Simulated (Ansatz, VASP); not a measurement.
One calculation of Ru2C, two programs

```
Ru C
1.0
     5.15843    0.00000    0.00000
     0.00000    5.15952    0.00000
     0.00000    0.00000    2.63662
Ru C
4 2
Cartesian
  3.8688 3.8696 0.0000
  1.2896 1.2899 0.0000
  1.2896 3.8696 0.0000
  3.8688 1.2899 0.0000
  2.5792 0.0000 1.3178
  0.0000 2.5798 1.3188
```

Alike in both runs: functional PBE; k mesh 4 × 4 × 4; occupations gaussian, width 0.2 eV; no spin polarisation.

Ansatz relaxed the structure, and its values are those at the end. VASP's run is a single point on that final structure, the one shown.

|  | VASP | Ansatz |
| --- | --- | --- |
| version | VASP 6.6.1 | Ansatz 0.2.0 |
| potentials or method | VASP PAW PBE potentials, release 64 (Ru_pv, C), cutoff 520 eV | scalar-relativistic, plane waves, PAW |
| valence electrons in the cell | 64 | 72 |

```csv
,VASP,Ansatz,Ansatz less VASP
gap on the k mesh at the Fermi level (eV),none,none,-
pressure (GPa),-0.1,-0.2,-0.09
```

A gap of «none» marks a metal or a gap that the smearing closes. VASP's potentials hold 64 valence electrons a cell and Ansatz's 72, so a difference there can come from the potentials and not from the codes.

The k mesh is coarse, so the values compare programs but aren't converged.
